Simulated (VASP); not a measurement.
# Pt (Fm-3m) in VASP: further runs, part 2 of 2

VASP 6.6.1. Earlier steps stand in the parts before.

## 4. Single point, PBEsol, collinear spin (14.36 Å³/atom)

File INCAR:

```
PREC     = Accurate       # precision mode
ENCUT    = 520            # plane-wave cutoff, eV
EDIFF    = 1E-6           # SCF threshold, eV
ISMEAR   = 0              # smearing method
SIGMA    = 0.15           # smearing width, eV
LREAL    = F              # projectors in reciprocal space
LASPH    = T              # aspherical terms in the spheres
NELM     = 150            # most SCF steps
ALGO     = Normal         # electronic algorithm
ISIF     = 2              # what is computed and relaxed
LWAVE    = F              # write WAVECAR
LCHARG   = T              # write CHGCAR
ISPIN    = 2              # spin polarisation
MAGMOM   = 0.15           # initial moments
LORBIT   = 11             # projections on sites
NUPDOWN  = 0.15           # fixed moment
LMAXMIX  = 4              # l up to which the mixer works
GGA      = PS             # functional
LELF     = T              # ELF
LVHAR    = T            
NBANDS   = 15             # bands
```

File KPOINTS:

```
regular mesh
0
Gamma
  22 22 22
```

File POSCAR:

```
Pt
1.0
    0.0000000000      1.9291443853      1.9291443853
    1.9291443853      0.0000000000      1.9291443853
    1.9291443853      1.9291443853      0.0000000000
Pt
1
Direct
    0.0000000000      0.0000000000      0.0000000000
```

Potentials or basis: VASP PAW PBE potentials, release 64 (Pt).

On the command line:

```sh
cat potpaw_PBE.64/Pt/POTCAR > POTCAR
mpirun -np 1 vasp_std > vasp.out
```

OUTCAR:

```text
PREC = Accurate
   ENCUT = 520
   EDIFF = 1E-6
   ISMEAR = 0
   LREAL = F
   LASPH = T
   NELM = 150
   ISIF = 2
   ISPIN = 2
   LORBIT = 11
   NUPDOWN = 0.15
   GGA = PS

 ion  position               nearest neighbor table
   1  0.000  0.000  0.000-

  LATTYP: Found a face centered cubic cell.
 ALAT       =     3.8582887706

  Lattice vectors:

 A1 = (   0.0000000000,   1.9291443853,   1.9291443853)
 A2 = (   1.9291443853,   0.0000000000,   1.9291443853)
 A3 = (   1.9291443853,   1.9291443853,   0.0000000000)

Analysis of symmetry for initial positions (statically):
=====================================================================
 Subroutine PRICEL returns:
 Original cell was already a primitive cell.

 Routine SETGRP: Setting up the symmetry group for a
 face centered cubic supercell.

 Subroutine GETGRP returns: Found 48 space group operations
 (whereof 48 operations were pure point group operations)
 out of a pool of 48 trial point group operations.

The static configuration has the point symmetry O_h .

Analysis of symmetry for dynamics (positions and initial velocities):
=====================================================================
 Subroutine PRICEL returns:
 Original cell was already a primitive cell.

 Routine SETGRP: Setting up the symmetry group for a
 face centered cubic supercell.

 Subroutine GETGRP returns: Found 48 space group operations
 (whereof 48 operations were pure point group operations)
 out of a pool of 48 trial point group operations.

The dynamic configuration has the point symmetry O_h .

Analysis of structural, dynamic, and magnetic symmetry:
=====================================================================
 Subroutine PRICEL returns:
 Original cell was already a primitive cell.

 Routine SETGRP: Setting up the symmetry group for a
 face centered cubic supercell.

 Subroutine GETGRP returns: Found 48 space group operations
 (whereof 48 operations were pure point group operations)
 out of a pool of 48 trial point group operations.

The overall configuration has the point symmetry O_h .

 Subroutine INISYM returns: Found 48 space group operations
 (whereof 48 operations are pure point group operations),
 and found     1 'primitive' translations

----------------------------------------------------------------------------------------

                                     Primitive cell

  volume of cell :      14.3590

  direct lattice vectors                    reciprocal lattice vectors
     0.000000000  1.929144385  1.929144385    -0.259182259  0.259182259  0.259182259
     1.929144385  0.000000000  1.929144385     0.259182259 -0.259182259  0.259182259
     1.929144385  1.929144385  0.000000000     0.259182259  0.259182259 -0.259182259

  length of vectors
     2.728222153  2.728222153  2.728222153     0.448916841  0.448916841  0.448916841

  position of ions in fractional coordinates (direct lattice)
     0.000000000  0.000000000  0.000000000

  ion indices of the primitive-cell ions
   primitive index   ion index
                 1           1

----------------------------------------------------------------------------------------

 KPOINTS: regular mesh

Automatic generation of k-mesh.
 Grid dimensions read from file:
 generate k-points for:   22   22   22

 Generating k-lattice:

[... 66 lines left out ...]
   NFREE  =      0    steps in history (QN), initial steepest desc. (CG)
   ISIF   =      2    stress and relaxation
   ISYM   =      2    0-nonsym 1-usesym 2-fastsym
   POTIM  = 0.5000    time-step for ionic-motion
   TEBEG  =    0.0;   TEEND  =   0.0 temperature during run
   PSTRESS=    0.0 pullay stress
   NELECT =      10.0000    total number of electrons
   NUPDOWN=       0.1500    fix difference up-down
   EMIN   =  10.00;   EMAX   =-10.00  energy-range for DOS
   EFERMI =   0.00;   METHOD = LEGACY
   ISMEAR =     0;   SIGMA  =   0.15  broadening in eV -4-tet -1-fermi 0-gaus
   EFERMI_NEDOS =   21; number of points for ismear=-14 and -15
   IALGO  =     38    algorithm
   IMIX   =      4    mixing-type and parameters
     AMIX     =   0.40;   BMIX     =  1.00
     AMIX_MAG =   1.60;   BMIX_MAG =  1.00
  volume/ion in A,a.u.               =      14.36        96.90
  Fermi-wavevector in a.u.,A,eV,Ry     =   1.451109  2.742199 28.650032  2.105718
  Thomas-Fermi vector in A             =   2.568644
   LORBIT       =     11    0 simple, 1 ext, 2 COOP (PROOUT), +10 PAW based schemes
   GGA     = PS    functional components
   LHFCALC =     F    Hartree Fock is set to
   AEXX    =    0.0000 exact exchange contribution
   IVDW    =     0    specifies the selected vdW correction
   LEPSILON=     F    determine dielectric tensor
   LRPA    =     F    only Hartree local field effects (RPA)
 spin polarized calculation
 Gauss-broadening in eV      SIGMA  =   0.15
  energy-cutoff  :      520.00
  volume of cell :       14.36
 maximum number of plane-waves:       396
   NGX = 11   NGY = 11   NGZ = 11

 number of electron      10.0000000 magnetization       0.1500000

 number of electron       9.9999999 magnetization       0.1500000

 Free energy of the ion-electron system (eV)
  ---------------------------------------------------
  ext. energy  EPLUGINS =         0.00000000
  ---------------------------------------------------
  free energy    TOTEN  =        -6.94322367 eV

  energy without entropy =       -6.92511117  energy(sigma->0) =       -6.93416742

 E-fermi :  12.0396     XC(G=0): -13.9195

 val. band max:       12.1050162810   @ k =   0.4545   0.1364   0.0000
 cond. band min:      12.0429936363   @ k =   0.4545   0.3182   0.0455
 fundamental gap:     -0.0620226447
 Fermi energy:        12.1125608943

 spin component 1

 k-point     1 :       0.0000    0.0000    0.0000
  band No.  band energies     occupation
      1       1.1918      1.00000
      2       7.8994      1.00000
      3       7.8994      1.00000
      4       7.8994      1.00000
      5      10.2645      1.00000
      6      10.2645      1.00000
      7      26.5277      0.00000
      8      31.7681      0.00000
      9      31.7681      0.00000
     10      31.7681      0.00000
     11      37.2570      0.00000
     12      44.3130      0.00000
     13      44.3130      0.00000
     14      44.3131      0.00000
[... 403 lines left out ...]
      4      10.6261      1.00000
      5      11.9623      0.92167
      6      12.6491      0.00000
      7      18.4345      0.00000
      8      26.2811      0.00000
      9      31.0603      0.00000
     10      31.5050      0.00000
     11      40.8302      0.00000
     12      41.2723      0.00000
     13      42.4423      0.00000
     14      44.6103      0.00000
     15      44.6642      0.00000

 [... further k-points ...]

 spin component 2

 k-point     1 :       0.0000    0.0000    0.0000
  band No.  band energies     occupation
      1       1.2175      1.00000
      2       8.0006      1.00000
      3       8.0006      1.00000
      4       8.0006      1.00000
      5      10.3588      1.00000
      6      10.3588      1.00000
      7      26.5494      0.00000
      8      31.7877      0.00000
      9      31.7877      0.00000
     10      31.7877      0.00000
     11      37.2577      0.00000
     12      44.4741      0.00000
     13      44.4741      0.00000
     14      44.4741      0.00000
[... 403 lines left out ...]
      4      10.6684      1.00000
      5      12.0730      0.37627
      6      12.7346      0.00000
      7      18.5171      0.00000
      8      26.2966      0.00000
      9      31.0965      0.00000
     10      31.5413      0.00000
     11      40.8583      0.00000
     12      41.3004      0.00000
     13      42.4731      0.00000
     14      44.7726      0.00000
     15      44.8292      0.00000

 [... further k-points ...]
[... 5 lines left out ...]
  --------------------------------------------------------------------------------------
  -------------------------------------------------------------------------------------
  Total        1.3269814      1.3269814      1.3269814     -0.0000000     -0.0000000      0.0000000
  in kB      148.0645938    148.0645938    148.0645938     -0.0000000     -0.0000000      0.0000000
  external PRESSURE =     148.0645938 kB  Pullay stress =       0.0000000 kB

 VOLUME and BASIS-vectors are now :
 -----------------------------------------------------------------------------
  energy-cutoff  :      520.00
  volume of cell :       14.36
      direct lattice vectors                 reciprocal lattice vectors
     0.000000000  1.929144385  1.929144385    -0.259182259  0.259182259  0.259182259
     1.929144385  0.000000000  1.929144385     0.259182259 -0.259182259  0.259182259
     1.929144385  1.929144385  0.000000000     0.259182259  0.259182259 -0.259182259

 POSITION                                       TOTAL-FORCE (eV/Angst)
 -----------------------------------------------------------------------------------
      0.00000      0.00000      0.00000         0.000000     -0.000000      0.000000
 -----------------------------------------------------------------------------------
    total drift:                                0.000000     -0.000000     -0.000000

  FREE ENERGIE OF THE ION-ELECTRON SYSTEM (eV)
  ---------------------------------------------------
  free  energy   TOTEN  =        -6.9432236692 eV

  energy  without entropy=       -6.9251111662  energy(sigma->0) =       -6.93416742

 total charge

# of ion       s       p       d       tot
------------------------------------------
    1        0.661   0.681   8.082   9.424

 magnetization (x)

# of ion       s       p       d       tot
------------------------------------------
    1       -0.000  -0.002   0.150   0.148
```

It took 2.9 min on 1 thread of Intel Xeon 8259CL, shared host; peak memory 0.22 GiB.

What came out:

* Free energy: -6.9432 eV
* Pressure: 14.8 GPa
* Net moment: 0.15 μB per cell
* Site moments: Pt +0.15 μB
* Valence electrons inside the program's atomic spheres: Pt 9.42

Caveat: the cell stands under pressure; the PAW data sets were made with another functional, which shifts forces and pressure a little; spin-orbit coupling is left out, which moves the levels of the heavy elements; the total moment is fixed, so each spin has its own Fermi level and the state may be an excited one.

## 5. The runs side by side

```csv
fixed moment (μB),pressure (GPa),moment (μB)
0.1,14.7,0.10
0.5,16.1,0.50
0.15,14.8,0.15
```

Alike in all rows: task single point; level PBEsol; potentials or basis VASP PAW PBE potentials, release 64 (Pt); spin collinear; cell as given; k mesh 22 × 22 × 22; cutoff (eV) 520; smearing gaussian 0.15 eV.

Caveats: the cell stands under pressure; the PAW data sets were made with another functional, which shifts forces and pressure a little; spin-orbit coupling is left out, which moves the levels of the heavy elements; the total moment is fixed, so each spin has its own Fermi level and the state may be an excited one.

Absolute energies hang on the potentials; compare differences alone.
